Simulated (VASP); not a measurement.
Wanted: the native input for a VASP 6.6.1 run.

| Item | Value |
| --- | --- |
| Task | single point |
| Functional | PBE |
| Potentials or basis | VASP PAW PBE potentials, release 64 (Ti_sv, H) |
| Cutoff | 520 eV |
| k mesh | 6 × 6 × 1 |
| Occupations | gaussian, width 0.1 eV |
| Spin | no spin polarisation |
| Dipole correction | yes |
| Further INCAR settings | ALGO = Normal; EDIFF = 1e-06; NBANDS = 46 |

The structure of Ti6H lies in POSCAR:

```
Ti6H
1.0
    4.6037402192      0.0000000000      0.0000000000
   -2.3018701096      3.9869559822      0.0000000000
    0.0000000000      0.0000000000     19.9968207719
Ti H
6 1
Direct
    0.6666666667      0.3333333333      0.2000317973
    0.3333333333      0.6666666667      0.2470259945
    0.0000000000      0.0000000000      0.2940201916
    0.6666666667      0.3333333333      0.3353091140
    0.3333333333      0.6666666667      0.3717707007
    0.0000000000      0.0000000000      0.4249085827
    0.3333333333      0.6666666667      0.4641089417
```

These files were run (other wordings do the same):

INCAR

```
SYSTEM = Ti6H
PREC = Accurate
ENCUT = 520
EDIFF = 1E-6
ISMEAR = 0
SIGMA = 0.1
LREAL = .False.
LASPH = .True.
NELM = 100
ALGO = Normal
ISIF = 2
LWAVE = .False.
LCHARG = .False.
LDIPOL = .True.
IDIPOL = 3
DIPOL = 0.5 0.5 0.334
GGA = PE
NBANDS = 46
```

KPOINTS

```
Automatic mesh
0
Gamma
  6 6 1
  0 0 0
```

Potentials or basis: VASP PAW PBE potentials, release 64 (Ti_sv, H).

Run with:

```console
$ cat potpaw_PBE.64/Ti_sv/POTCAR potpaw_PBE.64/H/POTCAR > POTCAR
$ mpirun -np 1 vasp_std > vasp.out
```

Results of the run:

```yaml
Largest_force: 0.594 eV/Å
Band_gap_on_the_k_mesh: zero (an odd number of electrons rules out a gap without spin polarisation)
```

Run time: 2.8 min on 1 thread of Intel(R) Xeon(R) 6975P-C (Granite Rapids), with other jobs on the host, peak memory 0.45 GiB.
